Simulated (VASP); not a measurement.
Set up this calculation in VASP 6.6.1, as the native input.

```yaml
Task: single point
Functional: PBE
Potentials_or_basis: VASP PAW PBE potentials, release 64 (Sc_sv, Cd, C, N)
Cutoff: 520 eV
k_mesh: 4 × 4 × 4
Occupations: gaussian, width 0.1 eV
Spin: collinear spin, ferromagnetic start
Starting_moments: "[0.0, 0.0, 1.0, 1.0, 1.0, 1.0, 1.0, 1.0, 1.0, 1.0] μB"
Dipole_correction: no
Further_INCAR_settings: ALGO = Normal; EDIFF = 1e-06; NBANDS = 44
```

The structure of ScCdC4N4 lies in POSCAR:

```
ScCdC4N4
1.0
    6.4906573615      0.0000000000      0.0000000000
    0.0000000000      6.4906573615      0.0000000000
    0.0000000000      0.0000000000      6.4906573615
Sc Cd C N
1 1 4 4
Direct
    0.0000000000      0.0000000000      0.0000000000
    0.5000000000      0.5000000000      0.5000000000
    0.2016684217      0.2016684217      0.2016684217
    0.2016684217      0.7983315783      0.7983315783
    0.7983315783      0.2016684217      0.7983315783
    0.7983315783      0.7983315783      0.2016684217
    0.3057832559      0.3057832559      0.3057832559
    0.3057832559      0.6942167441      0.6942167441
    0.6942167441      0.3057832559      0.6942167441
    0.6942167441      0.6942167441      0.3057832559
```

The input as run:

INCAR

```
SYSTEM = ScCdC4N4
ALGO = Normal
EDIFF = 1E-6
ENCUT = 520
GGA = PE
ISIF = 2
ISMEAR = 0
ISPIN = 2
LASPH = .True.
LCHARG = .False.
LMAXMIX = 4
LORBIT = 11
LREAL = .False.
LWAVE = .False.
MAGMOM = 0 0 1 1 1 1 1 1 1 1
NBANDS = 44
NELM = 150
PREC = Accurate
SIGMA = 0.1
```

KPOINTS

```
k-points
0
Gamma
  4 4 4
  0 0 0
```

Potentials or basis: VASP PAW PBE potentials, release 64 (Sc_sv, Cd, C, N).

Run with:

```sh
$ cat potpaw_PBE.64/Sc_sv/POTCAR potpaw_PBE.64/Cd/POTCAR potpaw_PBE.64/C/POTCAR potpaw_PBE.64/N/POTCAR > POTCAR
$ mpirun -np 1 vasp_std > vasp.out
```

It gave:

| Quantity | Value |
| --- | --- |
| Pressure | 0.6 GPa |
| Largest force | 0.266 eV/Å |
| Band gap on the k mesh | zero (filled and empty bands overlap) |
| Net moment | 1.00 μB per cell |
| Site moments | Sc +0.55; Cd +0.00; C +0.00; N +0.03 μB |
| Valence electrons inside the program's atomic spheres | Sc 9.43; Cd 10.26; C 2.59; N 3.88 |

Wall time 8.4 min on 1 thread of Oxide Virtual Turin-like Processor, with other jobs on the host, peak memory 0.47 GiB.
